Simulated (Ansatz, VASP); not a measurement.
**One calculation of V, two programs**

```xyz
1
Lattice="-1.4918 1.4918 1.4918 1.4918 -1.4918 1.4918 1.4918 1.4918 -1.4918" Properties=species:S:1:pos:R:3 pbc="T T T"
V     0.0000    0.0000    0.0000
```

Alike in both runs: task single point; functional r2SCAN; k mesh 15 × 15 × 15; no spin polarisation.

|  | VASP | Ansatz |
| --- | --- | --- |
| version | VASP 6.6.1 | Ansatz 0.2.0 |
| potentials or method | VASP PAW PBE potentials, release 64 (V_sv), cutoff 520 eV | plane waves (500 eV) with PAW, scalar-relativistic |
| occupations | methfessel-paxton of order 1, width 0.1 eV | cold, width 0.1 eV |
| valence electrons in the cell | 13 | 13 |

```tsv
	VASP	Ansatz	Ansatz less VASP
pressure (GPa)	0.0	-0.7	-0.70
```

VASP's potentials were made for PBE, not for r2SCAN.
